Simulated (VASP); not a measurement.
Runs of VASP 6.6.1 on Cd. The structure is that of space group Im-3m (No. 229), or close to it. The cells are those of the table. This isn't the form of Cd at room conditions, which is hcp.

```csv
task,cell,gap on the mesh (eV),pressure (GPa)
relaxation of cell and atoms,"relaxed to 5 GPa from a = 3.040 Å, angles 109.5°, 1 atom",none,5.0
relaxation of cell and atoms,"relaxed from a = 3.040 Å, angles 109.5°, 1 atom",none,0.1
relaxation of cell and atoms,"relaxed to 10 GPa from a = 3.040 Å, angles 109.5°, 1 atom",none,10.0
relaxation of cell and atoms,"relaxed to 20 GPa from a = 3.040 Å, angles 109.5°, 1 atom",none,19.8
single point,"a = 3.118 Å, angles 109.5°, 1 atom",none,0.2
single point,"a = 3.019 Å, angles 109.5°, 1 atom",none,5.3
single point,"a = 2.868 Å, angles 109.5°, 1 atom",none,20.7
single point,"a = 2.955 Å, angles 109.5°, 1 atom",none,(a)
```

Alike in all rows: level PBE; potentials or basis VASP PAW PBE potentials, release 64 (Cd); no spin polarisation; k mesh 16 × 16 × 16; cutoff (eV) 500; smearing fermi-dirac 0.1 eV.

Q: Estimate the missing entries.

A: (a) 10.4.

Caveats: the cell is relaxed towards a set pressure, so the run minimises the enthalpy, not the energy (at least some runs); the cell stands under pressure (at least some runs).

A k mesh can miss the band edges, and the runs leave out spin-orbit coupling on Cd.

A gap of «none» marks levels without a gap at the run's occupations.
